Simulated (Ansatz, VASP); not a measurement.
# PbO in VASP and in Ansatz

The input POSCAR:

```
PbO
1.0
    3.9804038992      0.0000000000      0.0000000000
    0.0000000000      3.9804038992      0.0000000000
    0.0000000000      0.0000000000      5.0009130541
Pb O
2 2
Direct
    0.0000000000      0.5000000000      0.2366325577
    0.5000000000      0.0000000000      0.7633674423
    0.0000000000      0.0000000000      0.0000000000
    0.5000000000      0.5000000000      0.0000000000
```

Contents of INCAR.step1:

```
  ALGO = Normal
  EDIFF = 1E-5
  ENCUT = 520
  GGA = PE
  ISIF = 2
  ISMEAR = 0
  LASPH = True
  LCHARG = False
  LREAL = False
  LWAVE = True
  NBANDS = 28
  NELM = 100
  PREC = Accurate
  SIGMA = 0.01
```

Contents of INCAR.step2:

```
  ALGO = Normal
  EDIFF = 1E-7
  ENCUT = 520
  GGA = PE
  HFSCREEN = 0.2079
  ISIF = 2
  ISMEAR = 0
  ISTART = 1
  LASPH = True
  LCHARG = False
  LHFCALC = True
  LREAL = False
  LWAVE = False
  NBANDS = 28
  NELM = 100
  PREC = Accurate
  PRECFOCK = Normal
  SIGMA = 0.01
```

KPOINTS

```
k-points
0
Gamma
  4 4 2
```

Input for Ansatz:

```yaml
crystal:
  lattice:
    - [3.9804038992, 0.0, 0.0]
    - [0.0, 3.9804038992, 0.0]
    - [0.0, 0.0, 5.0009130541]
  atoms:
    - { symbol: Pb, position: [0.0, 0.5, 0.2366325577] }
    - { symbol: Pb, position: [0.5, 0.0, 0.7633674423] }
    - { symbol: O, position: [0.0, 0.0, 0.0] }
    - { symbol: O, position: [0.5, 0.5, 0.0] }
kpoints:
  mp_grid: { grid: [4, 4, 2] }
hamiltonian:
  xc: hse06
scf:
  occupations: { method: fixed }
  n_extra_bands: 5
output:
  forces: true
  stress: true
  eigenvalues: true
```

Alike in both runs: task single point; functional HSE06; k mesh 4 × 4 × 2; no spin polarisation.

|  | VASP | Ansatz |
| --- | --- | --- |
| version | VASP 6.6.1 | Ansatz 0.2.0 |
| potentials or method | VASP PAW PBE potentials, release 64 (Pb_d, O) | plane waves, PAW |
| plane-wave cutoff (eV) | 520 | 420 |
| occupations | gaussian, width 0.01 eV | fixed |
| valence electrons in the cell | 40 | 40 |

Ansatz gave:

* gap on the k mesh at the Fermi level (eV): 1.89
* pressure (GPa): 0.7
* traceless stress, the component that is largest in VASP (GPa): 0.09
* rms of the force components (eV/Å): 0.115

What did VASP give for the same quantities?

gap on the k mesh at the Fermi level (eV): 1.89; pressure (GPa): 0.8; traceless stress, the component that is largest in VASP (GPa): -0.03; rms of the force components (eV/Å): 0.089.

Atom by atom the forces differ by 0.026 eV/Å (rms over components). Ansatz's warnings: stress exchange threshold loose, stress scf threshold loose.

The k mesh is coarse, so the values compare programs but aren't converged. Neither program's run includes spin-orbit coupling.
